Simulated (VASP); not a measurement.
Input of a VASP 6.6.1 run:

INCAR

```
SYSTEM = TaSi2
  PREC = Accurate
  ENCUT = 600
  EDIFF = 1E-6
  ISMEAR = 0
  SIGMA = 0.1
  LREAL = .False.
  LASPH = .True.
  NELM = 100
  ALGO = Normal
  ISIF = 4
  LWAVE = .False.
  LCHARG = .False.
  GGA = PS
  IBRION = 2
  NSW = 50
  EDIFFG = -0.01
```

The input KPOINTS:

```
Automatic mesh
0
Gamma
  12 12 6
  0 0 0
```

File POSCAR:

```
TaSi2
1.0
    4.9263391856      0.0000000000      0.0000000000
   -2.4631695928      4.2663348824      0.0000000000
    0.0000000000      0.0000000000      6.7357671774
Ta Si
3 6
Direct
    0.5000000000      0.0000000000      0.0000000000
    0.5000000000      0.5000000000      0.6666666667
    0.0000000000      0.5000000000      0.3333333333
    0.1591613373      0.3183226746      0.0000000000
    0.8408386627      0.1591613373      0.6666666667
    0.6816773254      0.8408386627      0.3333333333
    0.8408386627      0.6816773254      0.0000000000
    0.1591613373      0.8408386627      0.6666666667
    0.3183226746      0.1591613373      0.3333333333
```

Potentials or basis: VASP PAW PBE potentials, release 64 (Ta_pv, Si).

Command:

```bash
$ cat potpaw_PBE.64/Ta_pv/POTCAR potpaw_PBE.64/Si/POTCAR > POTCAR
$ mpirun -np 1 vasp_std > vasp.out
```

(1) Estimate the band gap on the k mesh.

Answers

(1) zero (an odd number of electrons rules out a gap without spin polarisation).

Caveat: spin-orbit coupling is left out, which moves the levels of the heavy elements; an odd number of electrons without spin polarisation forces a metal; a magnetic or distorted state may lie lower.
